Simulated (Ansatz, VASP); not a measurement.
# One calculation of Nb, two programs

```xyz
1
Lattice="-1.6560 1.6560 1.6560 1.6560 -1.6560 1.6560 1.6560 1.6560 -1.6560" Properties=species:S:1:pos:R:3 pbc="T T T"
Nb    0.0000    0.0000    0.0000
```

Alike in both runs: functional PBE; k mesh 14 × 14 × 14; occupations gaussian, width 0.1 eV; no spin polarisation.

Ansatz relaxed the structure, and its values are those at the end. VASP's run is a single point on that final structure, the one shown.

|  | VASP | Ansatz |
| --- | --- | --- |
| version | VASP 6.6.1 | Ansatz 0.2.0 |
| potentials or method | VASP PAW PBE potentials, release 64 (Nb_sv), cutoff 520 eV | scalar-relativistic, plane waves, PAW |
| valence electrons in the cell | 13 | 13 |

|  | VASP | Ansatz | Ansatz less VASP |
| --- | --- | --- | --- |
| gap on the k mesh at the Fermi level (eV) | none | none | - |
| pressure (GPa) | -0.3 | 0.0 | +0.30 |

A gap of «none» marks a metal or a gap that the smearing closes.
